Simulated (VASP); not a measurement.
# BiB (F-43m) in VASP: a series of runs, part 2 of 3

VASP 6.6.1. The steps go on from the part before.

## 3. Single point, PBE-based screened hybrid

POSCAR

```
BiB
1.0
    0.0000000000      2.7448744688      2.7448744688
    2.7448744688      0.0000000000      2.7448744688
    2.7448744688      2.7448744688      0.0000000000
B Bi
1 1
Direct
    0.0000000000      0.0000000000      0.0000000000
    0.2500000000      0.2500000000      0.2500000000
```

INCAR.step1

```
PREC = Accurate
ENCUT = 520
EDIFF = 1E-5
ISMEAR = 0
SIGMA = 0.01
LREAL = F
LASPH = T
NELM = 80
ALGO = Normal
ISIF = 2
LWAVE = T
NBANDS = 16
GGA = PE
```

INCAR.step2

```
PREC = Accurate
ENCUT = 520
EDIFF = 1E-6
ISMEAR = 0
SIGMA = 0.01
LREAL = F
LASPH = T
NELM = 80
ALGO = Normal
ISIF = 2
LWAVE = F
LCHARG = T
GGA = PE
LHFCALC = T
AEXX = 0.4
HFSCREEN = 0.2078
PRECFOCK = Normal
LELF = T
LVHAR = T
NBANDS = 16
ISTART = 1
```

KPOINTS

```
Automatic mesh
0
Gamma
  4 4 4
```

Potentials or basis: VASP PAW PBE potentials, release 64 (B, Bi_d).

On the command line:

```console
cat potpaw_PBE.64/B/POTCAR potpaw_PBE.64/Bi_d/POTCAR > POTCAR
cp INCAR.step1 INCAR
mpirun -np 1 vasp_std > vasp.out
cp INCAR.step2 INCAR
mpirun -np 1 vasp_std > vasp.out
```

OUTCAR:

```text
PREC = Accurate
   ENCUT = 520
   EDIFF = 1E-6
   ISMEAR = 0
   LREAL = F
   LASPH = T
   NELM = 80
   ISIF = 2
   GGA = PE
   LHFCALC = T
   AEXX = 0.4
   HFSCREEN = 0.2078
   PRECFOCK = Normal
   ISTART = 1

 ion  position               nearest neighbor table
   1  0.000  0.000  0.000-   2 2.38   2 2.38   2 2.38   2 2.38
   2  0.250  0.250  0.250-   1 2.38   1 2.38   1 2.38   1 2.38
[... 323 lines left out ...]
      6      -5.8519      2.00000
[... 8 lines left out ...]
     15      20.2431      0.00000
     16      21.6576      0.00000

------------------------ aborting loop because EDIFF is reached ----------------------------------------

  FORCE on cell =-STRESS in cart. coord.  units (eV):
  Direction    XX          YY          ZZ          XY          YZ          ZX
  --------------------------------------------------------------------------------------
  -------------------------------------------------------------------------------------
  Total       -0.9281186     -0.9281186     -0.9281186      0.0000000      0.0000000      0.0000000
  in kB      -35.9514650    -35.9514650    -35.9514650      0.0000000      0.0000000      0.0000000
  external PRESSURE =     -35.9514650 kB  Pullay stress =       0.0000000 kB

 VOLUME and BASIS-vectors are now :
 -----------------------------------------------------------------------------
  energy-cutoff  :      520.00
  volume of cell :       41.36
      direct lattice vectors                 reciprocal lattice vectors
     0.000000000  2.744874469  2.744874469    -0.182157693  0.182157693  0.182157693
     2.744874469  0.000000000  2.744874469     0.182157693 -0.182157693  0.182157693
     2.744874469  2.744874469  0.000000000     0.182157693  0.182157693 -0.182157693

 POSITION                                       TOTAL-FORCE (eV/Angst)
 -----------------------------------------------------------------------------------
      0.00000      0.00000      0.00000         0.000000      0.000000      0.000000
      1.37244      1.37244      1.37244        -0.000000     -0.000000     -0.000000
 -----------------------------------------------------------------------------------
    total drift:                                0.000014      0.000013      0.000005

  FREE ENERGIE OF THE ION-ELECTRON SYSTEM (eV)
  ---------------------------------------------------
  free  energy   TOTEN  =       -11.1553704818 eV

  energy  without entropy=      -11.1553704818  energy(sigma->0) =      -11.15537048
```

Run time: 4.4 min. Hardware: 1 thread of AMD EPYC 9R45 (Zen 5), shared host; peak memory 0.24 GiB.

What came out:

```
Free energy            : -11.1554 eV
Pressure               : -3.6 GPa
Band gap on the k mesh : 1.39 eV, indirect (least direct gap 1.46 eV)
```

Levels at points of the mesh, in eV from the valence-band top:
```
           k point  band 5  band 6  band 7  band 8  band 9  band 10  band 11  band 12  band 13  band 14
(0.00, 0.00, 0.00)  -26.07  -16.29    0.00    0.00    0.00     1.46     3.86     3.86     3.86     7.55
(0.50, 0.00, 0.00)  -26.06  -13.78   -9.00   -1.85   -1.85     1.39     5.37     5.37     7.49    10.15
(0.50, 0.50, 0.00)  -26.04  -12.56   -9.29   -4.00   -4.00     1.68     1.89    10.26    10.71    10.71
```

Caveat: the k points lie up to 0.50 Å⁻¹ apart; the PAW data sets were made with another functional, which shifts forces and pressure a little; spin-orbit coupling is left out, which moves the levels of the heavy elements. A k mesh can miss the band edges.

## 4. Single point, PBE-based screened hybrid

POSCAR is that of step 3.

INCAR.step1

```
  PREC = Accurate
  ENCUT = 520
  EDIFF = 1E-5
  ISMEAR = 0
  SIGMA = 0.01
  LREAL = F
  LASPH = T
  NELM = 80
  ALGO = Normal
  ISIF = 2
  LWAVE = T
  LCHARG = F
  GGA = PE
  NBANDS = 16
```

INCAR.step2

```
  PREC = Accurate
  ENCUT = 520
  EDIFF = 1E-6
  ISMEAR = 0
  SIGMA = 0.01
  LREAL = F
  LASPH = T
  NELM = 80
  ALGO = Normal
  ISIF = 2
  LWAVE = F
  LCHARG = F
  GGA = PE
  LHFCALC = T
  AEXX = 0.5
  HFSCREEN = 0.5
  PRECFOCK = Normal
  ISTART = 1
  NBANDS = 16
```

KPOINTS is that of step 3.

Potentials or basis: VASP PAW PBE potentials, release 64 (B, Bi_d).

On the command line:

```console
cat potpaw_PBE.64/B/POTCAR potpaw_PBE.64/Bi_d/POTCAR > POTCAR
cp INCAR.step1 INCAR
mpirun -np 1 vasp_std > vasp.out
cp INCAR.step2 INCAR
mpirun -np 1 vasp_std > vasp.out
```

OUTCAR:

```text
PREC = Accurate
   ENCUT = 520
   EDIFF = 1E-6
   ISMEAR = 0
   LREAL = F
   LASPH = T
   NELM = 80
   ISIF = 2
   GGA = PE
   LHFCALC = T
   AEXX = 0.5
   HFSCREEN = 0.5
   PRECFOCK = Normal
   ISTART = 1

 ion  position               nearest neighbor table
   1  0.000  0.000  0.000-   2 2.38   2 2.38   2 2.38   2 2.38
   2  0.250  0.250  0.250-   1 2.38   1 2.38   1 2.38   1 2.38

[... 322 lines left out ...]
      6      -5.2627      2.00000
[... 8 lines left out ...]
     15      19.8583      0.00000
     16      21.2640      0.00000

------------------------ aborting loop because EDIFF is reached ----------------------------------------

  FORCE on cell =-STRESS in cart. coord.  units (eV):
  Direction    XX          YY          ZZ          XY          YZ          ZX
  --------------------------------------------------------------------------------------
  -------------------------------------------------------------------------------------
  Total       -0.6132612     -0.6132612     -0.6132612     -0.0000000     -0.0000000      0.0000000
  in kB      -23.7551959    -23.7551959    -23.7551959     -0.0000000     -0.0000000      0.0000000
  external PRESSURE =     -23.7551959 kB  Pullay stress =       0.0000000 kB

 VOLUME and BASIS-vectors are now :
 -----------------------------------------------------------------------------
  energy-cutoff  :      520.00
  volume of cell :       41.36
      direct lattice vectors                 reciprocal lattice vectors
     0.000000000  2.744874469  2.744874469    -0.182157693  0.182157693  0.182157693
     2.744874469  0.000000000  2.744874469     0.182157693 -0.182157693  0.182157693
     2.744874469  2.744874469  0.000000000     0.182157693  0.182157693 -0.182157693

 POSITION                                       TOTAL-FORCE (eV/Angst)
 -----------------------------------------------------------------------------------
      0.00000      0.00000      0.00000         0.000000      0.000000      0.000000
      1.37244      1.37244      1.37244        -0.000000     -0.000000     -0.000000
 -----------------------------------------------------------------------------------
    total drift:                                0.000006      0.000009      0.000002

  FREE ENERGIE OF THE ION-ELECTRON SYSTEM (eV)
  ---------------------------------------------------
  free  energy   TOTEN  =       -10.1805724088 eV

  energy  without entropy=      -10.1805724088  energy(sigma->0) =      -10.18057241
```

OSZICAR.step1:

```text
N       E                     dE             d eps       ncg     rms          rms(c)
DAV:   1     0.139212304907E+03    0.13921E+03   -0.10046E+04   256   0.137E+03
DAV:   2    -0.406087977572E+00   -0.13962E+03   -0.13565E+03   272   0.356E+02
DAV:   3    -0.934922284226E+01   -0.89431E+01   -0.89157E+01   344   0.878E+01
DAV:   4    -0.953482087113E+01   -0.18560E+00   -0.18557E+00   312   0.137E+01
DAV:   5    -0.954209937524E+01   -0.72785E-02   -0.72784E-02   352   0.264E+00    0.396E+00
DAV:   6    -0.879767772288E+01    0.74442E+00   -0.15177E+00   336   0.848E+00    0.148E+00
DAV:   7    -0.877857738491E+01    0.19100E-01   -0.18502E-01   280   0.213E+00    0.789E-01
DAV:   8    -0.877793128720E+01    0.64610E-03   -0.24675E-02   352   0.155E+00    0.116E-01
DAV:   9    -0.877787760220E+01    0.53685E-04   -0.30762E-03   320   0.619E-01    0.576E-02
DAV:  10    -0.877802804995E+01   -0.15045E-03   -0.36089E-04   312   0.165E-01    0.277E-02
DAV:  11    -0.877807288943E+01   -0.44839E-04   -0.91784E-05   264   0.910E-02    0.816E-03
DAV:  12    -0.877807292916E+01   -0.39738E-07   -0.47536E-06   280   0.159E-02
   1 F= -.87780729E+01 E0= -.87780729E+01  d E =-.962382E-14
```

Wall time 3.8 min (1 thread of AMD EPYC 9R45 (Zen 5), shared host); peak memory 0.24 GiB.

Results:

| Quantity | Value |
| --- | --- |
| Free energy | -10.1806 eV |
| Pressure | -2.4 GPa |
| Band gap on the k mesh | 0.88 eV, indirect (least direct gap 0.89 eV) |

Levels at points of the mesh, in eV from the valence-band top:
```csv
k point,band 6,band 7,band 8,band 9,band 10,band 11,band 12,band 13
"(0.00, 0.00, 0.00)",-15.91,0.00,0.00,0.00,0.89,3.34,3.34,3.34
"(0.50, 0.00, 0.00)",-13.43,-8.66,-1.78,-1.78,0.88,4.79,4.79,6.87
"(0.50, 0.50, 0.00)",-12.24,-8.98,-3.84,-3.84,1.18,1.41,9.61,10.02
```

Caveat: the k points lie up to 0.50 Å⁻¹ apart; the PAW data sets were made with another functional, which shifts forces and pressure a little; spin-orbit coupling is left out, which moves the levels of the heavy elements. A k mesh can miss the band edges.

[end of part 2 of 3]
